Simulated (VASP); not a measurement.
Mo:

```
Mo
1.0
    -1.58381    1.58381    1.58381
     1.58381   -1.58381    1.58381
     1.58381    1.58381   -1.58381
Mo
1
Direct
  0.00000 0.00000 0.00000
```

| Quantity | Value |
| --- | --- |
| Program | VASP 6.6.1 |
| Task | relaxation of cell and atoms |
| Functional | r2SCAN |
| Potentials or basis | VASP PAW PBE potentials, release 64 (Mo_sv) |
| Cutoff | 600 eV |
| k mesh | 18 × 18 × 18 |
| Occupations | gaussian, width 0.1 eV |
| Spin | no spin polarisation |

At the start: pressure -3.2 GPa; volume 15.89 Å³/atom.

Where does the relaxation end?

Over 3 steps the energy falls by 2.0 meV/atom and the volume is 15.70 Å³/atom (-1.2 %); space group Im-3m (No. 229, to 0.1 Å) before and after.

Step by step:
```
step  energy change (eV)  largest force (eV/Å)  pressure (GPa)  volume (Å³)
   1              0.0000                0.0000           -3.25        15.89
   2              0.0144                0.0000           10.11        15.16
   3             -0.0020                0.0000           -0.03        15.70
```

Final structure:
```
Mo
1.0
    -1.57739    1.57739    1.57739
     1.57739   -1.57739    1.57739
     1.57739    1.57739   -1.57739
Mo
1
Cartesian
  0.0000 0.0000 0.0000
```

Caveat: the PAW data sets were made with another functional, which shifts forces and pressure a little.
